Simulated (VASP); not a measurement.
**NaCl: relaxation of cell and atoms with PBEsol**

The system is NaCl.

```
CELL_PARAMETERS angstrom
0.00000 2.67386 2.67386
2.67386 0.00000 2.67386
2.67386 2.67386 0.00000
ATOMIC_POSITIONS crystal
Na 0.00000 0.00000 0.00000
Cl 0.50000 0.50000 0.50000
```

```json
{
  "Program": "VASP 6.6.1",
  "Task": "relaxation of cell and atoms",
  "Functional": "PBEsol",
  "Potentials or basis": "VASP PAW PBE potentials, release 64 (Na_pv, Cl)",
  "Cutoff": "600 eV",
  "k mesh": "8 × 8 × 8",
  "Occupations": "gaussian, width 0.01 eV",
  "Spin": "no spin polarisation",
  "Target pressure": "15 GPa",
  "Dipole correction": "no",
  "Further INCAR settings": "ALGO = Normal; EDIFF = 1e-06; IBRION = 2; EDIFFG = -0.001; NSW = 80; ISIF = 3"
}
```

The relaxed volume is 16.46 Å³/atom, the relaxed cell is a = 3.597 Å, b = 3.597 Å, c = 3.597 Å, α = 60.00°, β = 60.00°, γ = 60.00° and the space group after relaxing (to 0.05 Å) is Fm-3m (No. 225). The energy change on relaxing (the enthalpy is what falls) is +156.8 meV/atom, the ionic steps are 15 and the pressure after relaxing is 15.0 GPa. The band gap on the k mesh is 6.38 eV, direct.

The path:
| step | energy change (eV) | largest force (eV/Å) | pressure (GPa) | volume (Å³) |
| --- | --- | --- | --- | --- |
| 1 | 0.0000 | 0.0000 | 5.10 | 38.23 |
| 2 | 0.3993 | 0.0000 | 17.40 | 32.07 |
| 3 | 0.3148 | 0.0000 | 15.06 | 32.90 |
| 4 | 0.3053 | 0.0000 | 14.73 | 33.00 |
| 5 | 0.3056 | 0.0000 | 14.74 | 33.00 |
| 6 | 0.3065 | 0.0000 | 14.82 | 32.99 |
| 7 | 0.3065 | 0.0000 | 14.80 | 32.99 |
| 8 | 0.3065 | 0.0000 | 14.80 | 32.99 |
| 9 | 0.3066 | 0.0000 | 14.79 | 32.99 |
| 10 | 0.3068 | 0.0000 | 14.79 | 32.99 |
| 11 | 0.3072 | 0.0000 | 14.83 | 32.98 |
| 12 | 0.3080 | 0.0000 | 14.86 | 32.98 |
| 13 | 0.3095 | 0.0000 | 14.89 | 32.96 |
| 14 | 0.3126 | 0.0000 | 14.97 | 32.92 |
| 15 | 0.3136 | 0.0000 | 15.00 | 32.91 |

Final structure:
```cif
data_structure
_symmetry_space_group_name_H-M 'P 1'
_symmetry_Int_Tables_number 1
_cell_length_a 3.5972
_cell_length_b 3.5972
_cell_length_c 3.5972
_cell_angle_alpha 60.000
_cell_angle_beta 60.000
_cell_angle_gamma 60.000
_cell_volume 32.91
loop_
_atom_site_label
_atom_site_type_symbol
_atom_site_fract_x
_atom_site_fract_y
_atom_site_fract_z
_atom_site_occupancy
Na1 Na 0.00000 0.00000 0.00000 1
Cl1 Cl 0.50000 0.50000 0.50000 1
```

Levels at points of the mesh, in eV from the valence-band top:
```csv
k point,band 3,band 4,band 5,band 6,band 7,band 8,band 9,band 10,band 11
"(0.00, 0.00, 0.00)",-20.31,-13.61,0.00,0.00,0.00,6.38,11.12,11.12,11.12
"(0.50, 0.00, 0.00)",-20.32,-12.76,-3.15,-0.51,-0.51,7.51,11.50,11.50,13.20
"(0.50, 0.50, 0.00)",-20.34,-12.73,-2.71,-0.98,-0.98,7.35,8.25,13.56,16.32
```

Run time: 64 s on 1 thread of Intel(R) Xeon(R) Platinum 8259CL CPU @ 2.50GHz (Skylake/Cascade Lake), on a shared host, peak memory 0.17 GiB.

Caveat: the cell is relaxed towards a set pressure, so the enthalpy falls and the energy may rise; the PAW data sets were made with another functional, which shifts forces and pressure a little. A hybrid or GW would open this gap; PBEsol tends to underestimate it.
